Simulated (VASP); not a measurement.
# HfN (F-43m) in VASP: further runs

The runs below take HfN through single point, with PBE, RPBE, revPBE.

Program: VASP 6.6.1. These are calculated values, not measurements. Logs are shortened: lines on timing, memory, paths and dates and some standing lists are left out, and cuts for length are marked.

**1. The cell of the first run**

The structure is cubic, space group F-43m (No. 216). Conventional cell: a = 4.916 Å, b = 4.916 Å, c = 4.916 Å, α = 90.00°, β = 90.00°, γ = 90.00°. Within 2.8 Å of Hf (site symmetry -43m) lie 4 N at 2.13 Å. N (site symmetry -43m) has 4 Hf at 2.13 Å within 2.8 Å.

**2. Single point, PBE**

Input file INCAR:

```
  ALGO = Normal
  EDIFF = 1E-6
  ENCUT = 520
  GGA = PE
  ISIF = 2
  ISMEAR = -1
  LASPH = True
  LCHARG = False
  LREAL = False
  LWAVE = False
  NBANDS = 14
  NELM = 60
  PREC = Accurate
  SIGMA = 0.05
```

Input file KPOINTS:

```
k-points
0
Gamma
  9 9 9
```

Input file POSCAR:

```
HfN
1.0
    0.0000000000      2.4578222972      2.4578222972
    2.4578222972      0.0000000000      2.4578222972
    2.4578222972      2.4578222972      0.0000000000
Hf N
1 1
Direct
    0.0000000000      0.0000000000      0.0000000000
    0.2500000000      0.2500000000      0.2500000000
```

Potentials or basis: VASP PAW PBE potentials, release 64 (Hf_pv, N).

The run is started by

```
cat potpaw_PBE.64/Hf_pv/POTCAR potpaw_PBE.64/N/POTCAR > POTCAR
mpirun -np 1 vasp_std > vasp.out
```

OUTCAR:

```text
EDIFF = 1E-6
   ENCUT = 520
   GGA = PE
   ISIF = 2
   ISMEAR = -1
   LASPH = True
   LREAL = False
   NELM = 60
   PREC = Accurate

 ion  position               nearest neighbor table
   1  0.000  0.000  0.000-   2 2.13   2 2.13   2 2.13   2 2.13
   2  0.250  0.250  0.250-   1 2.13   1 2.13   1 2.13   1 2.13

  LATTYP: Found a face centered cubic cell.
 ALAT       =     4.9156445944

  Lattice vectors:

 A1 = (   0.0000000000,   2.4578222972,   2.4578222972)
 A2 = (   2.4578222972,   0.0000000000,   2.4578222972)
 A3 = (   2.4578222972,   2.4578222972,   0.0000000000)

Analysis of symmetry for initial positions (statically):
=====================================================================
 Subroutine PRICEL returns:
 Original cell was already a primitive cell.

 Routine SETGRP: Setting up the symmetry group for a
 face centered cubic supercell.

 Subroutine GETGRP returns: Found 24 space group operations
 (whereof 24 operations were pure point group operations)
 out of a pool of 48 trial point group operations.

The static configuration has the point symmetry T_d .

Analysis of symmetry for dynamics (positions and initial velocities):
=====================================================================
 Subroutine PRICEL returns:
 Original cell was already a primitive cell.

 Routine SETGRP: Setting up the symmetry group for a
 face centered cubic supercell.

 Subroutine GETGRP returns: Found 24 space group operations
 (whereof 24 operations were pure point group operations)
 out of a pool of 48 trial point group operations.

The dynamic configuration has the point symmetry T_d .

 Subroutine INISYM returns: Found 24 space group operations
 (whereof 24 operations are pure point group operations),
 and found     1 'primitive' translations

----------------------------------------------------------------------------------------

                                     Primitive cell

  volume of cell :      29.6949

  direct lattice vectors                    reciprocal lattice vectors
     0.000000000  2.457822297  2.457822297    -0.203432120  0.203432120  0.203432120
     2.457822297  0.000000000  2.457822297     0.203432120 -0.203432120  0.203432120
     2.457822297  2.457822297  0.000000000     0.203432120  0.203432120 -0.203432120

  length of vectors
     3.475885627  3.475885627  3.475885627     0.352354767  0.352354767  0.352354767

  position of ions in fractional coordinates (direct lattice)
     0.000000000  0.000000000  0.000000000
     0.250000000  0.250000000  0.250000000

  ion indices of the primitive-cell ions
   primitive index   ion index
                 1           1
                 2           2

----------------------------------------------------------------------------------------

 KPOINTS: k-points

Automatic generation of k-mesh.
 Grid dimensions read from file:
 generate k-points for:    9    9    9

 Generating k-lattice:

  Cartesian coordinates                     Fractional coordinates (reciprocal lattice)
    -0.022603569  0.022603569  0.022603569     0.111111111  0.000000000  0.000000000
     0.022603569 -0.022603569  0.022603569     0.000000000  0.111111111  0.000000000
     0.022603569  0.022603569 -0.022603569     0.000000000  0.000000000  0.111111111

  Length of vectors
     0.039150530  0.039150530  0.039150530

  Shift w.r.t. Gamma in fractional coordinates (k-lattice)
     0.000000000  0.000000000  0.000000000

 Subroutine IBZKPT returns following result:
 ===========================================

 Found     35 irreducible k-points:

 Following reciprocal coordinates:
            Coordinates               Weight
  0.000000  0.000000  0.000000      1.000000
  0.111111  0.000000  0.000000      8.000000
  0.222222  0.000000  0.000000      8.000000
  0.333333  0.000000  0.000000      8.000000
  0.444444  0.000000  0.000000      8.000000
  0.111111  0.111111  0.000000      6.000000
[... 16 lines left out ...]
 -0.333333  0.333333  0.000000     12.000000
  0.444444  0.444444  0.000000      6.000000
 [... further k-points ...]
   k-points           NKPTS =     35   k-points in BZ     NKDIM =     35   number of bands    NBANDS=     14
   number of dos      NEDOS =    301   number of ions     NIONS =      2
   total plane-waves  NPLWV =  21952
   dimension x,y,z NGX =    28 NGY =   28 NGZ =   28
   dimension x,y,z NGXF=    56 NGYF=   56 NGZF=   56
   ions per type =               1   1
   NGX,Y,Z   is equivalent  to a cutoff of  13.39, 13.39, 13.39 a.u.
   NGXF,Y,Z  is equivalent  to a cutoff of  26.78, 26.78, 26.78 a.u.
 SYSTEM =  unknown system
   PREC   = accura    normal or accurate (medium, high low for compatibility)
   ISTART =      0    job   : 0-new  1-cont  2-samecut
   ICHARG =      2    charge: 1-file 2-atom 10-const
   ISPIN  =      1    spin polarized calculation?
   LNONCOLLINEAR =      F non collinear calculations
   LSORBIT =      F    spin-orbit coupling
   LASPH  =      T    aspherical Exc in radial PAW
   ENCUT  =  520.0 eV  38.22 Ry    6.18 a.u.   6.46  6.46  6.46*2*pi/ulx,y,z
   NELM   =     60;   NELMIN=  2; NELMDL= -5     # of ELM steps
   EDIFF  = 0.1E-05   stopping-criterion for ELM
   LREAL  =      F    real-space projection
   EDIFFG = 0.1E-04   stopping-criterion for IOM
   NSW    =      0    number of steps for IOM
   IBRION =     -1    ionic relax: 0-MD 1-quasi-New 2-CG
   NFREE  =      0    steps in history (QN), initial steepest desc. (CG)
   ISIF   =      2    stress and relaxation
   ISYM   =      2    0-nonsym 1-usesym 2-fastsym
   POTIM  = 0.5000    time-step for ionic-motion
   TEBEG  =    0.0;   TEEND  =   0.0 temperature during run
   PSTRESS=    0.0 pullay stress
   NELECT =      15.0000    total number of electrons
   NUPDOWN=      -1.0000    fix difference up-down
   EMIN   =  10.00;   EMAX   =-10.00  energy-range for DOS
   EFERMI =   0.00;   METHOD = LEGACY
   ISMEAR =    -1;   SIGMA  =   0.05  broadening in eV -4-tet -1-fermi 0-gaus
   EFERMI_NEDOS =   21; number of points for ismear=-14 and -15
   IALGO  =     38    algorithm
   IMIX   =      4    mixing-type and parameters
     AMIX     =   0.40;   BMIX     =  1.00
     AMIX_MAG =   1.60;   BMIX_MAG =  1.00
  volume/ion in A,a.u.               =      14.85       100.20
  Fermi-wavevector in a.u.,A,eV,Ry     =   1.303801  2.463827 23.128517  1.699898
  Thomas-Fermi vector in A             =   2.434779
   LORBIT       =      0    0 simple, 1 ext, 2 COOP (PROOUT), +10 PAW based schemes
   GGA     = PE    functional components
   LHFCALC =     F    Hartree Fock is set to
   AEXX    =    0.0000 exact exchange contribution
   IVDW    =     0    specifies the selected vdW correction
   LEPSILON=     F    determine dielectric tensor
   LRPA    =     F    only Hartree local field effects (RPA)
 non-spin polarized calculation
  energy-cutoff  :      520.00
  volume of cell :       29.69
 maximum number of plane-waves:       821
 NGX is ok and might be reduce to    28
   NGX = 13   NGY = 13   NGZ = 13

 number of electron      15.0000001 magnetization

 Free energy of the ion-electron system (eV)
  ---------------------------------------------------
  ext. energy  EPLUGINS =         0.00000000
  ---------------------------------------------------
  free energy    TOTEN  =       -21.22230043 eV

  energy without entropy =      -21.21646577  energy(sigma->0) =      -21.21938310

 E-fermi :   5.7330     XC(G=0): -11.2044

 val. band max:        5.7215710056   @ k =  -0.2222   0.3333   0.1111
 cond. band min:       5.8434772011   @ k =   0.1111   0.1111   0.0000
 fundamental gap:      0.1219061955
 Fermi energy:         5.7329585896

 k-point     1 :       0.0000    0.0000    0.0000
  band No.  band energies     occupation
      1     -25.3940      2.00000
      2     -25.3940      2.00000
      3     -25.3940      2.00000
      4     -10.4078      2.00000
      5       0.3031      2.00000
      6       0.3031      2.00000
      7       0.3031      2.00000
      8       5.0033      2.00000
      9       7.9796      0.00000
     10       7.9796      0.00000
     11      12.2979      0.00000
     12      12.2979      0.00000
     13      12.2979      0.00000
     14      18.0192      0.00000

 k-point     2 :       0.1111    0.0000    0.0000
  band No.  band energies     occupation
      1     -25.4505      2.00000
      2     -25.4012      2.00000
      3     -25.4012      2.00000
      4     -10.2670      2.00000
      5       0.0484      2.00000
      6       0.3903      2.00000
      7       0.3903      2.00000
      8       5.6460      1.70129
      9       7.7905      0.00000
     10       7.7905      0.00000
     11      11.9816      0.00000
     12      12.5578      0.00000
     13      12.5578      0.00000
     14      17.2848      0.00000

 k-point     3 :       0.2222    0.0000    0.0000
  band No.  band energies     occupation
      1     -25.5903      2.00000
      2     -25.4194      2.00000
      3     -25.4194      2.00000
      4      -9.9258      2.00000
      5      -0.2799      2.00000
      6       0.5933      2.00000
      7       0.5933      2.00000
      8       6.9160      0.00000
      9       7.5808      0.00000
     10       7.5808      0.00000
     11      11.3979      0.00000
     12      12.7266      0.00000
     13      12.7266      0.00000
     14      14.8839      0.00000

 k-point     4 :       0.3333    0.0000    0.0000
  band No.  band energies     occupation
      1     -25.7437      2.00000
      2     -25.4401      2.00000
      3     -25.4401      2.00000
      4      -9.5719      2.00000
      5      -0.2609      2.00000
      6       0.7832      2.00000
      7       0.7832      2.00000
      8       7.5852      0.00000
      9       7.7834      0.00000
     10       7.7834      0.00000
     11      10.7525      0.00000
     12      12.1194      0.00000
     13      12.1194      0.00000
     14      13.9042      0.00000

 k-point     5 :       0.4444    0.0000    0.0000
  band No.  band energies     occupation
      1     -25.8409      2.00000
      2     -25.4535      2.00000
      3     -25.4535      2.00000
      4      -9.3653      2.00000
      5      -0.0179      2.00000
      6       0.8778      2.00000
      7       0.8778      2.00000
      8       7.3440      0.00000
      9       8.3345      0.00000
     10       8.3345      0.00000
     11      10.0784      0.00000
[... 276 lines left out ...]
 k-point    22 :      -0.4444    0.3333    0.0000
  band No.  band energies     occupation
      1     -25.7978      2.00000
      2     -25.6088      2.00000
      3     -25.5211      2.00000
      4      -9.0141      2.00000
      5      -0.5400      2.00000
      6       1.5443      2.00000
      7       1.7610      2.00000
      8       4.7256      2.00000
      9       7.8311      0.00000
     10       8.6856      0.00000
     11      11.2508      0.00000
     12      11.6119      0.00000
     13      14.3866      0.00000
     14      16.4359      0.00000

 k-point    23 :      -0.3333    0.3333    0.0000
  band No.  band energies     occupation
      1     -25.7621      2.00000
      2     -25.6499      2.00000
      3     -25.4986      2.00000
      4      -9.0462      2.00000
      5      -0.0225      2.00000
      6       1.0123      2.00000
      7       1.5347      2.00000
      8       4.9821      2.00000
      9       7.8743      0.00000
     10       8.2300      0.00000
     11      11.6942      0.00000
     12      11.8928      0.00000
     13      14.0405      0.00000
     14      15.6150      0.00000

 k-point    24 :       0.4444    0.4444    0.0000
  band No.  band energies     occupation
      1     -25.8388      2.00000
      2     -25.5447      2.00000
      3     -25.5447      2.00000
      4      -9.0109      2.00000
      5      -1.1243      2.00000
      6       2.0539      2.00000
      7       2.0539      2.00000
      8       4.6097      2.00000
      9       8.1089      0.00000
     10       9.6943      0.00000
     11      10.5116      0.00000
     12      10.5116      0.00000
     13      14.6213      0.00000
     14      17.4846      0.00000

 [... further k-points ...]
[... 5 lines left out ...]
  --------------------------------------------------------------------------------------
  -------------------------------------------------------------------------------------
  Total       -0.1907225     -0.1907225     -0.1907225     -0.0000000      0.0000000      0.0000000
  in kB      -10.2903695    -10.2903695    -10.2903695     -0.0000000      0.0000000      0.0000000
  external PRESSURE =     -10.2903695 kB  Pullay stress =       0.0000000 kB

 VOLUME and BASIS-vectors are now :
 -----------------------------------------------------------------------------
  energy-cutoff  :      520.00
  volume of cell :       29.69
      direct lattice vectors                 reciprocal lattice vectors
     0.000000000  2.457822297  2.457822297    -0.203432120  0.203432120  0.203432120
     2.457822297  0.000000000  2.457822297     0.203432120 -0.203432120  0.203432120
     2.457822297  2.457822297  0.000000000     0.203432120  0.203432120 -0.203432120

 POSITION                                       TOTAL-FORCE (eV/Angst)
 -----------------------------------------------------------------------------------
      0.00000      0.00000      0.00000        -0.000000      0.000000      0.000000
      1.22891      1.22891      1.22891         0.000000     -0.000000     -0.000000
 -----------------------------------------------------------------------------------
    total drift:                               -0.000000     -0.000000     -0.000000

  FREE ENERGIE OF THE ION-ELECTRON SYSTEM (eV)
  ---------------------------------------------------
  free  energy   TOTEN  =       -21.2223004251 eV

  energy  without entropy=      -21.2164657673  energy(sigma->0) =      -21.21938310
```

Run time: 9.3 s. Hardware: 1 thread of Intel Xeon 6975P-C (Granite Rapids), shared host; peak memory 0.16 GiB.

Results:

| Item | Value |
| --- | --- |
| Free energy | -21.2223 eV |
| Pressure | -1.0 GPa |

Levels at points of the mesh, in eV from the Fermi level:
```tsv
k point	band 6	band 7	band 8	band 9	band 10	band 11
(0.00, 0.00, 0.00)	-5.43	-5.43	-0.73	2.25	2.25	6.56
```

Caveat: spin-orbit coupling is left out, which moves the levels of the heavy elements.

**3. Single point, RPBE**

This run uses another cell than the first one, of 15.13 Å³/atom, 1.019 times its volume.

Input file INCAR:

```
  ALGO = Normal
  EDIFF = 1E-7
  ENCUT = 520
  GGA = RP
  ISIF = 2
  ISMEAR = -1
  LASPH = T
  LCHARG = T
  LELF = T
  LREAL = F
  LVHAR = T
  LWAVE = F
  NBANDS = 14
  NELM = 60
  PREC = Accurate
  SIGMA = 0.05
```

KPOINTS is that of step 2.

Input file POSCAR:

```
HfN
1.0
    0.0000000000      2.4730868717      2.4730868717
    2.4730868717      0.0000000000      2.4730868717
    2.4730868717      2.4730868717      0.0000000000
Hf N
1 1
Direct
    0.0000000000      0.0000000000      0.0000000000
    0.2500000000      0.2500000000      0.2500000000
```

Potentials or basis: VASP PAW PBE potentials, release 64 (Hf_pv, N).

The run is started by

```
cat potpaw_PBE.64/Hf_pv/POTCAR potpaw_PBE.64/N/POTCAR > POTCAR
mpirun -np 1 vasp_std > vasp.out
```

Wall time 11 s (1 thread of Intel Xeon 6975P-C (Granite Rapids), shared host); peak memory 0.16 GiB.

The run converged. Its results:

```yaml
Free_energy: -20.3328 eV
Pressure: -1.1 GPa
```

Levels at points of the mesh, in eV from the Fermi level:
| k point | band 6 | band 7 | band 8 | band 9 | band 10 | band 11 |
| --- | --- | --- | --- | --- | --- | --- |
| (0.00, 0.00, 0.00) | -5.35 | -5.35 | -0.78 | 2.24 | 2.24 | 6.46 |

Caveat: the PAW data sets were made with another functional, which shifts forces and pressure a little; spin-orbit coupling is left out, which moves the levels of the heavy elements.

**4. Single point, revPBE**

This run uses another cell than the first one, of 15.05 Å³/atom, 1.014 times its volume.

Input file INCAR:

```
SYSTEM = HfN
ALGO = Normal ; EDIFF = 1E-6
ENCUT = 520 ; GGA = RE
ISIF = 2 ; ISMEAR = -1
LASPH = .TRUE. ; LCHARG = .FALSE.
LREAL = .FALSE. ; LWAVE = .FALSE.
NBANDS = 14 ; NELM = 80
PREC = Accurate ; SIGMA = 0.05
```

Input file KPOINTS:

```
k-points
0
G
  9 9 9
  0 0 0
```

Input file POSCAR:

```
HfN
1.0
    0.0000000000      2.4688721735      2.4688721735
    2.4688721735      0.0000000000      2.4688721735
    2.4688721735      2.4688721735      0.0000000000
Hf N
1 1
Direct
    0.0000000000      0.0000000000      0.0000000000
    0.2500000000      0.2500000000      0.2500000000
```

The run is started by

```
cat potpaw_PBE.64/Hf_pv/POTCAR potpaw_PBE.64/N/POTCAR > POTCAR
mpirun -np 1 vasp_std > vasp.out
```

Run time: 8 s. Hardware: 1 thread of Intel Xeon 6975P-C (Granite Rapids), shared host; peak memory 0.16 GiB.

It converged, with:

| Property | Result |
| --- | --- |
| Free energy | -20.4791 eV |
| Pressure | -1.0 GPa |

Levels at points of the mesh, in eV from the Fermi level:
| k point | band 6 | band 7 | band 8 | band 9 | band 10 | band 11 |
| --- | --- | --- | --- | --- | --- | --- |
| (0.00, 0.00, 0.00) | -5.37 | -5.37 | -0.77 | 2.24 | 2.24 | 6.49 |

Caveat: the PAW data sets were made with another functional, which shifts forces and pressure a little; spin-orbit coupling is left out, which moves the levels of the heavy elements.

**5. Overview**

```csv
level,cell,gap on the mesh (eV),pressure (GPa)
PBE,"a = 3.476 Å, angles 60.0°, 2 atoms",none,-1.0
RPBE,"a = 3.497 Å, angles 60.0°, 2 atoms",none,-1.1
revPBE,"a = 3.492 Å, angles 60.0°, 2 atoms",none,-1.0
```

Alike in all rows: task single point; potentials or basis VASP PAW PBE potentials, release 64 (Hf_pv, N); no spin polarisation; k mesh 9 × 9 × 9; cutoff (eV) 520; smearing fermi-dirac 0.05 eV.

Caveats: spin-orbit coupling is left out, which moves the levels of the heavy elements; the PAW data sets were made with another functional, which shifts forces and pressure a little (some runs).

Absolute energies hang on the potentials; compare differences alone.
